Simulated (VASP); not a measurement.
Set up this calculation in VASP 6.6.1, as the native input.

- Task: single point
- Functional: LDA
- Potentials or basis: VASP PAW LDA potentials, release 64 (Pt)
- Cutoff: 520 eV
- k mesh: 18 × 18 × 10
- Occupations: gaussian, width 0.15 eV
- Spin: no spin polarisation
- Dipole correction: no
- Further INCAR settings: ALGO = Fast; EDIFF = 1e-06; NBANDS = 17

The structure of Pt lies in POSCAR:

```
Pt
1.0
    2.7758989228      0.0000000000      0.0000000000
   -1.3879494614      2.4039989855      0.0000000000
    0.0000000000      0.0000000000      4.7943324333
Pt
2
Direct
    0.6666666667      0.3333333333      0.7500000000
    0.3333333333      0.6666666667      0.2500000000
```

These files were run (other wordings do the same):

INCAR

```
SYSTEM = Pt
PREC = Accurate ; ENCUT = 520
EDIFF = 1E-6 ; ISMEAR = 0
SIGMA = 0.15 ; LREAL = .FALSE.
LASPH = .TRUE. ; NELM = 80
ALGO = Fast ; ISIF = 2
LWAVE = .FALSE. ; LCHARG = .TRUE.
LELF = .TRUE. ; LVHAR = .TRUE.
NBANDS = 17
```

KPOINTS

```
Automatic mesh
0
G
  18 18 10
  0 0 0
```

Potentials or basis: VASP PAW LDA potentials, release 64 (Pt).

Launch:

```bash
$ cat potpaw_LDA.64/Pt/POTCAR > POTCAR
$ mpirun -np 1 vasp_std > vasp.out
```

Results of the run:

```json
{
  "Pressure": "-17.7 GPa",
  "Band gap on the k mesh": "zero (band 10 reaches 10.46 eV, above the bottom of band 11 at 9.22 eV)"
}
```

Caveat: spin-orbit coupling is left out, which moves the levels of the heavy elements.

It took 40 s on 1 thread of Intel(R) Xeon(R) 6975P-C (Granite Rapids), with other jobs on the host, peak memory 0.21 GiB.
